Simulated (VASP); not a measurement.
**TiS2: single point with LDA**

Crystal: TiS2.

```xyz
3
Lattice="3.4120 0.0000 0.0000 -1.7060 2.9549 0.0000 0.0000 0.0000 5.6950" Properties=species:S:1:pos:R:3 pbc="T T T"
Ti    0.0000    0.0000    0.0000
S     0.0000    1.9699    1.4238
S     1.7060    0.9850    4.2713
```

| Property | Result |
| --- | --- |
| Program | VASP 6.6.1 |
| Task | single point |
| Functional | LDA |
| Potentials or basis | VASP PAW LDA potentials, release 64 (Ti_sv, S) |
| Cutoff | 500 eV |
| k mesh | 4 × 4 × 2 |
| Occupations | fermi-dirac, width 0.1 eV |
| Spin | no spin polarisation |

* Pressure: -6.0 GPa
* Largest force: 0.338 eV/Å
* Band gap on the k mesh: zero (band 12 reaches 5.35 eV, above the bottom of band 13 at 5.15 eV)

Forces in eV/Å, atoms in the order of the input:
```
Ti   0.000  0.000  0.000
S    0.000  0.000 -0.338
S    0.000  0.000  0.338
```

Stress tensor (GPa, compression positive):
```
-6.54  0.00  0.00
 0.00 -6.54  0.00
 0.00  0.00 -4.92
```

Levels at points of the mesh, in eV from the Fermi level:
```tsv
k point	band 9	band 10	band 11	band 12	band 13	band 14	band 15	band 16
(0.00, 0.00, 0.00)	-2.73	0.02	0.12	0.12	0.47	0.47	0.86	3.48
(0.50, 0.00, 0.00)	-2.89	-2.64	-2.59	-1.55	0.19	1.51	1.91	3.69
(0.00, 0.00, 0.50)	-2.68	-2.48	-0.06	-0.06	0.46	0.46	1.47	3.79
(0.50, 0.00, 0.50)	-2.78	-2.78	-1.21	-1.21	-0.09	1.51	1.88	3.38
```

Run time: 26 s on 1 thread of AMD EPYC 7R13, on a shared host, peak memory 0.12 GiB.

Caveat: the k points lie up to 0.55 Å⁻¹ apart.
